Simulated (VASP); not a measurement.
# CuO (P6_3/mmc) in VASP: a series of runs, part 2 of 3

VASP 6.6.1. The steps go on from the part before.

## (3) Single point, LDA+U

File INCAR:

```
SYSTEM = CuO
  PREC = Accurate
  ENCUT = 520
  EDIFF = 1E-7
  ISMEAR = -1
  SIGMA = 0.05
  LREAL = .False.
  LASPH = .True.
  NELM = 150
  ALGO = Normal
  ISIF = 2
  LWAVE = .False.
  LCHARG = .False.
  LMAXMIX = 4
  LDAU = .True.
  LDAUTYPE = 2
  LDAUL = 2 -1
  LDAUU = 4 0
  LDAUJ = 0 0
  LDAUPRINT = 1
  GGA = CA
  NBANDS = 25
```

File KPOINTS:

```
Automatic mesh
0
Gamma
  10 10 6
  0 0 0
```

File POSCAR:

```
CuO
1.0
    3.1795331000      0.0000000000      0.0000000000
   -1.5897665500      2.7535564400      0.0000000000
    0.0000000000      0.0000000000      4.4314907300
Cu O
2 2
Direct
    0.0000000000      0.0000000000      0.0000000000
    0.0000000000      0.0000000000      0.5000000000
    0.3333333333      0.6666666667      0.2500000000
    0.6666666667      0.3333333333      0.7500000000
```

Potentials or basis: VASP PAW LDA potentials, release 64 (Cu, O).

Command:

```bash
> cat potpaw_LDA.64/Cu/POTCAR potpaw_LDA.64/O/POTCAR > POTCAR
> mpirun -np 1 vasp_std > vasp.out
```

OUTCAR:

```text
SYSTEM = CuO
   PREC = Accurate
   ENCUT = 520
   EDIFF = 1E-7
   ISMEAR = -1
   LREAL = .False.
   LASPH = .True.
   NELM = 150
   ISIF = 2
   GGA = CA

 ion  position               nearest neighbor table
   1  0.000  0.000  0.000-   3 2.14   4 2.14   4 2.14   3 2.14   4 2.14   3 2.14   2 2.22   2 2.22

   2  0.000  0.000  0.500-   3 2.14   4 2.14   4 2.14   3 2.14   4 2.14   3 2.14   1 2.22   1 2.22

   3  0.333  0.667  0.250-   1 2.14   2 2.14   1 2.14   2 2.14   1 2.14   2 2.14
   4  0.667  0.333  0.750-   1 2.14   2 2.14   1 2.14   2 2.14   1 2.14   2 2.14

  LATTYP: Found a hexagonal cell.
 ALAT       =     3.1795331000
 C/A-ratio  =     1.3937551806

  Lattice vectors:

 A1 = (   3.1795331000,   0.0000000000,   0.0000000000)
 A2 = (  -1.5897665500,   2.7535564400,   0.0000000000)
 A3 = (   0.0000000000,   0.0000000000,   4.4314907300)

Analysis of symmetry for initial positions (statically):
=====================================================================
 Subroutine PRICEL returns:
 Original cell was already a primitive cell.

 Routine SETGRP: Setting up the symmetry group for a
 hexagonal supercell.

 Subroutine GETGRP returns: Found 24 space group operations
 (whereof 12 operations were pure point group operations)
 out of a pool of 24 trial point group operations.

The static configuration has the point symmetry D_3d.
 The point group associated with its full space group is D_6h.

Analysis of symmetry for dynamics (positions and initial velocities):
=====================================================================
 Subroutine PRICEL returns:
 Original cell was already a primitive cell.

 Routine SETGRP: Setting up the symmetry group for a
 hexagonal supercell.

 Subroutine GETGRP returns: Found 24 space group operations
 (whereof 12 operations were pure point group operations)
 out of a pool of 24 trial point group operations.

The dynamic configuration has the point symmetry D_3d.
 The point group associated with its full space group is D_6h.

 Subroutine INISYM returns: Found 24 space group operations
 (whereof 12 operations are pure point group operations),
 and found     1 'primitive' translations

----------------------------------------------------------------------------------------

                                     Primitive cell

  volume of cell :      38.7978

  direct lattice vectors                    reciprocal lattice vectors
     3.179533100  0.000000000  0.000000000     0.314511587  0.181583349  0.000000000
    -1.589766550  2.753556440  0.000000000     0.000000000  0.363166698  0.000000000
     0.000000000  0.000000000  4.431490730     0.000000000  0.000000000  0.225657699
[... 155 lines left out ...]
  o =  0.8878  v =  0.0000  0.0000  0.0000  0.0000  0.0000  0.0000  0.7229  0.0000  0.0000 -0.6910      0.0000  0.0000  0.0000  0.0000  0.0000  0.0000  0.0000  0.0000  0.0000  0.0000
  o =  0.9544  v =  0.0000 -0.0000  1.0000 -0.0000 -0.0000  0.0000  0.0000  0.0000  0.0000  0.0000      0.0000  0.0000  0.0000  0.0000  0.0000  0.0000  0.0000  0.0000  0.0000  0.0000
  o =  0.9544  v =  0.0000  0.0000  0.0000  0.0000  0.0000  0.0000 -0.0000  1.0000 -0.0000 -0.0000      0.0000  0.0000  0.0000  0.0000  0.0000  0.0000  0.0000  0.0000  0.0000  0.0000
  o =  0.9640  v = -0.7229  0.0000 -0.0000 -0.6910 -0.0000  0.0000  0.0000  0.0000  0.0000  0.0000      0.0000  0.0000  0.0000  0.0000  0.0000  0.0000  0.0000  0.0000  0.0000  0.0000
  o =  0.9640  v =  0.0000  0.0000  0.0000  0.0000  0.0000 -0.7229  0.0000 -0.0000 -0.6910 -0.0000      0.0000  0.0000  0.0000  0.0000  0.0000  0.0000  0.0000  0.0000  0.0000  0.0000
  o =  0.9640  v =  0.0000  0.0000  0.0000  0.0000  0.0000  0.0000  0.6910  0.0000 -0.0000  0.7229      0.0000  0.0000  0.0000  0.0000  0.0000  0.0000  0.0000  0.0000  0.0000  0.0000
  o =  0.9640  v =  0.0000  0.6910  0.0000 -0.0000  0.7229  0.0000  0.0000  0.0000  0.0000  0.0000      0.0000  0.0000  0.0000  0.0000  0.0000  0.0000  0.0000  0.0000  0.0000  0.0000

atom =   2  type =  1  l = 2

 onsite density matrix

spin component  1

  0.9276 -0.0000  0.0000 -0.0381  0.0000
 -0.0000  0.9242 -0.0000 -0.0000 -0.0381
  0.0000 -0.0000  0.9544 -0.0000  0.0000
 -0.0381 -0.0000 -0.0000  0.9242  0.0000
  0.0000 -0.0381  0.0000  0.0000  0.9276

spin component  2

  0.9276 -0.0000  0.0000 -0.0381  0.0000
 -0.0000  0.9242 -0.0000 -0.0000 -0.0381
  0.0000 -0.0000  0.9544 -0.0000  0.0000
 -0.0381 -0.0000 -0.0000  0.9242  0.0000
  0.0000 -0.0381  0.0000  0.0000  0.9276

 occupancies and eigenvectors

  o =  0.8878  v =  0.6910  0.0000 -0.0000  0.7229 -0.0000  0.0000  0.0000  0.0000  0.0000  0.0000      0.0000  0.0000  0.0000  0.0000  0.0000  0.0000  0.0000  0.0000  0.0000  0.0000
  o =  0.8878  v =  0.0000  0.0000  0.0000  0.0000  0.0000  0.6910  0.0000 -0.0000  0.7229 -0.0000      0.0000  0.0000  0.0000  0.0000  0.0000  0.0000  0.0000  0.0000  0.0000  0.0000
  o =  0.8878  v =  0.0000 -0.7229  0.0000 -0.0000 -0.6910  0.0000  0.0000  0.0000  0.0000  0.0000      0.0000  0.0000  0.0000  0.0000  0.0000  0.0000  0.0000  0.0000  0.0000  0.0000
  o =  0.8878  v =  0.0000  0.0000  0.0000  0.0000  0.0000  0.0000 -0.7229  0.0000 -0.0000 -0.6910      0.0000  0.0000  0.0000  0.0000  0.0000  0.0000  0.0000  0.0000  0.0000  0.0000
  o =  0.9544  v =  0.0000  0.0000  0.0000  0.0000  0.0000  0.0000  0.0000  1.0000  0.0000 -0.0000      0.0000  0.0000  0.0000  0.0000  0.0000  0.0000  0.0000  0.0000  0.0000  0.0000
  o =  0.9544  v =  0.0000  0.0000  1.0000  0.0000 -0.0000  0.0000  0.0000  0.0000  0.0000  0.0000      0.0000  0.0000  0.0000  0.0000  0.0000  0.0000  0.0000  0.0000  0.0000  0.0000
  o =  0.9640  v =  0.7229 -0.0000  0.0000 -0.6910  0.0000  0.0000  0.0000  0.0000  0.0000  0.0000      0.0000  0.0000  0.0000  0.0000  0.0000  0.0000  0.0000  0.0000  0.0000  0.0000
  o =  0.9640  v =  0.0000  0.0000  0.0000  0.0000  0.0000  0.7229 -0.0000  0.0000 -0.6910  0.0000      0.0000  0.0000  0.0000  0.0000  0.0000  0.0000  0.0000  0.0000  0.0000  0.0000
  o =  0.9640  v =  0.0000  0.0000  0.0000  0.0000  0.0000 -0.0000 -0.6910  0.0000  0.0000  0.7229      0.0000  0.0000  0.0000  0.0000  0.0000  0.0000  0.0000  0.0000  0.0000  0.0000
  o =  0.9640  v = -0.0000 -0.6910  0.0000  0.0000  0.7229  0.0000  0.0000  0.0000  0.0000  0.0000      0.0000  0.0000  0.0000  0.0000  0.0000  0.0000  0.0000  0.0000  0.0000  0.0000

 number of electron      34.0000021 magnetization

 Free energy of the ion-electron system (eV)
  ---------------------------------------------------
  ext. energy  EPLUGINS =         0.00000000
  ---------------------------------------------------
  free energy    TOTEN  =       -19.08047390 eV

  energy without entropy =      -19.05507718  energy(sigma->0) =      -19.06777554

 E-fermi :   4.8418     XC(G=0): -12.7051

 val. band max:        4.8404041236   @ k =   0.3000   0.0000   0.0000
 cond. band min:       4.8548535655   @ k =   0.1000   0.0000   0.3333
 fundamental gap:      0.0144494419
 Fermi energy:         4.8418353687

 k-point     1 :       0.0000    0.0000    0.0000
  band No.  band energies     occupation
      1     -13.7057      2.00000
      2     -12.0884      2.00000
      3      -1.4829      2.00000
      4      -0.5868      2.00000
      5      -0.5868      2.00000
      6      -0.0142      2.00000
[... 661 lines left out ...]
     24      17.8968      0.00000
     25      18.8731      0.00000

 [... further k-points ...]

------------------------ aborting loop because EDIFF is reached ----------------------------------------

  FORCE on cell =-STRESS in cart. coord.  units (eV):
  Direction    XX          YY          ZZ          XY          YZ          ZX
  --------------------------------------------------------------------------------------
  -------------------------------------------------------------------------------------
  Total       -6.5742532     -6.5742532      3.2917285      0.0000000      0.0000000     -0.0000000
  in kB     -271.4874952   -271.4874958    135.9337856      0.0000000      0.0000000     -0.0000000
  external PRESSURE =    -135.6804018 kB  Pullay stress =       0.0000000 kB

 VOLUME and BASIS-vectors are now :
 -----------------------------------------------------------------------------
  energy-cutoff  :      520.00
  volume of cell :       38.80
      direct lattice vectors                 reciprocal lattice vectors
     3.179533100  0.000000000  0.000000000     0.314511587  0.181583349  0.000000000
    -1.589766550  2.753556440  0.000000000     0.000000000  0.363166698  0.000000000
     0.000000000  0.000000000  4.431490730     0.000000000  0.000000000  0.225657699

 POSITION                                       TOTAL-FORCE (eV/Angst)
 -----------------------------------------------------------------------------------
      0.00000      0.00000      0.00000        -0.000000      0.000000      0.000000
      0.00000      0.00000      2.21575         0.000000      0.000000      0.000000
     -0.00000      1.83570      1.10787        -0.000000      0.000000      0.000000
      1.58977      0.91785      3.32362         0.000000     -0.000000     -0.000000
 -----------------------------------------------------------------------------------
    total drift:                               -0.000000      0.000000      0.000000

  FREE ENERGIE OF THE ION-ELECTRON SYSTEM (eV)
  ---------------------------------------------------
  free  energy   TOTEN  =       -19.0804738955 eV

  energy  without entropy=      -19.0550771766  energy(sigma->0) =      -19.06777554
```

Run time: 19 s. Hardware: 1 thread of Intel Xeon 6975P-C (Granite Rapids), shared host; peak memory 0.16 GiB.

Results:

| Property | Result |
| --- | --- |
| Free energy | -19.0805 eV |
| Pressure | -13.6 GPa |
| Band gap on the k mesh | zero (band 17 reaches 5.43 eV, above the bottom of band 18 at 4.30 eV) |

Levels at points of the mesh, in eV from the Fermi level:
```
           k point  band 15  band 16  band 17  band 18  band 19  band 20
(0.00, 0.00, 0.00)    -1.22    -0.54     0.59     0.59     1.96     5.60
(0.50, 0.00, 0.00)    -1.96    -1.74     0.29     0.53     7.15     7.16
(0.00, 0.00, 0.50)    -0.14    -0.14    -0.14    -0.14     4.65     4.65
(0.50, 0.00, 0.50)    -0.60    -0.60    -0.54    -0.54     6.40     6.40
```

Eigenvalues of the final occupation matrices:
```tsv
site	spin	trace	eigenvalues
site 1 d	1	4.66	0.89 0.89 0.95 0.96 0.96
site 1 d	2	4.66	0.89 0.89 0.95 0.96 0.96
site 2 d	1	4.66	0.89 0.89 0.95 0.96 0.96
site 2 d	2	4.66	0.89 0.89 0.95 0.96 0.96
```

Caveat: U without spin polarisation on a metal has little footing.

## (4) Single point, LDA+U

File INCAR:

```
SYSTEM = CuO
  ALGO = Normal
  EDIFF = 1E-7
  ENCUT = 520
  GGA = CA
  ISIF = 2
  ISMEAR = -1
  LASPH = .True.
  LCHARG = .False.
  LDAU = .True.
  LDAUJ = 0 0
  LDAUL = 2 -1
  LDAUPRINT = 1
  LDAUTYPE = 2
  LDAUU = 5 0
  LMAXMIX = 4
  LREAL = .False.
  LWAVE = .False.
  NBANDS = 25
  NELM = 150
  PREC = Accurate
  SIGMA = 0.05
```

File KPOINTS:

```
k-points
0
Gamma
  10 10 6
  0 0 0
```

POSCAR is that of step 3.

Command:

```bash
> cat potpaw_LDA.64/Cu/POTCAR potpaw_LDA.64/O/POTCAR > POTCAR
> mpirun -np 1 vasp_std > vasp.out
```

It took 19 s on 1 thread of Intel Xeon 6975P-C (Granite Rapids), shared host; peak memory 0.16 GiB.

Results (log left out):

```
Free energy            : -18.4698 eV
Pressure               : -14.6 GPa
Band gap on the k mesh : zero (band 17 reaches 5.28 eV, above the bottom of band 18 at 4.14 eV)
```

Stress tensor (GPa, compression positive):
```
-27.83   0.00   0.00
  0.00 -27.83   0.00
  0.00   0.00  11.89
```

Levels at points of the mesh, in eV from the Fermi level:
| k point | band 15 | band 16 | band 17 | band 18 | band 19 | band 20 |
| --- | --- | --- | --- | --- | --- | --- |
| (0.00, 0.00, 0.00) | -1.14 | -0.65 | 0.58 | 0.58 | 2.10 | 5.76 |
| (0.50, 0.00, 0.00) | -2.07 | -1.88 | 0.28 | 0.53 | 7.28 | 7.30 |
| (0.00, 0.00, 0.50) | -0.14 | -0.14 | -0.14 | -0.14 | 4.78 | 4.78 |
| (0.50, 0.00, 0.50) | -0.61 | -0.61 | -0.54 | -0.54 | 6.56 | 6.56 |

Eigenvalues of the final occupation matrices:
```
    site  spin  trace               eigenvalues
site 1 d     1   4.67  0.89 0.89 0.96 0.97 0.97
site 1 d     2   4.67  0.89 0.89 0.96 0.97 0.97
site 2 d     1   4.67  0.89 0.89 0.96 0.97 0.97
site 2 d     2   4.67  0.89 0.89 0.96 0.97 0.97
```

Caveat: U without spin polarisation on a metal has little footing.

## (5) Single point, LDA+U

File INCAR:

```
PREC     = Accurate       # precision mode
ENCUT    = 520            # plane-wave cutoff, eV
EDIFF    = 1E-7           # SCF threshold, eV
ISMEAR   = -1             # smearing method
SIGMA    = 0.05           # smearing width, eV
LREAL    = False          # projectors in reciprocal space
LASPH    = True           # aspherical terms in the spheres
NELM     = 150            # most SCF steps
ALGO     = Normal         # electronic algorithm
ISIF     = 2              # what is computed and relaxed
LWAVE    = False          # write WAVECAR
LCHARG   = True           # write CHGCAR
LMAXMIX  = 4              # l up to which the mixer works
LDAU     = True           # DFT+U
LDAUTYPE = 2            
LDAUL    = 2 -1           # shell
LDAUU    = 6 0            # U, eV
LDAUJ    = 0 0          
LDAUPRINT= 1            
GGA      = CA             # functional
LELF     = True           # ELF
LVHAR    = True         
NBANDS   = 25             # bands
```

File KPOINTS:

```
regular mesh
0
Gamma
  10 10 6
```

POSCAR is that of step 4.

Command:

```bash
> cat potpaw_LDA.64/Cu/POTCAR potpaw_LDA.64/O/POTCAR > POTCAR
> mpirun -np 1 vasp_std > vasp.out
```

Run time: 17 s. Hardware: 1 thread of Intel Xeon 6975P-C (Granite Rapids), shared host; peak memory 0.16 GiB.

It converged, with:

```yaml
Free_energy: -17.8870 eV
Pressure: -15.6 GPa
Band_gap_on_the_k_mesh: zero (band 17 reaches 5.12 eV, above the bottom of band 18 at 3.98 eV)
```

Stress tensor (GPa, compression positive):
```
-28.45   0.00   0.00
  0.00 -28.45   0.00
  0.00   0.00  10.16
```

Levels at points of the mesh, in eV from the Fermi level:
```tsv
k point	band 15	band 16	band 17	band 18	band 19	band 20
(0.00, 0.00, 0.00)	-1.06	-0.76	0.57	0.57	2.24	5.93
(0.50, 0.00, 0.00)	-2.19	-2.02	0.26	0.54	7.41	7.45
(0.00, 0.00, 0.50)	-0.14	-0.14	-0.14	-0.14	4.90	4.90
(0.50, 0.00, 0.50)	-0.62	-0.62	-0.54	-0.54	6.71	6.71
```

Eigenvalues of the final occupation matrices:
```tsv
site	spin	trace	eigenvalues
site 1 d	1	4.69	0.90 0.90 0.96 0.97 0.97
site 1 d	2	4.69	0.90 0.90 0.96 0.97 0.97
site 2 d	1	4.69	0.90 0.90 0.96 0.97 0.97
site 2 d	2	4.69	0.90 0.90 0.96 0.97 0.97
```

Caveat: U without spin polarisation on a metal has little footing.

[end of part 2 of 3]
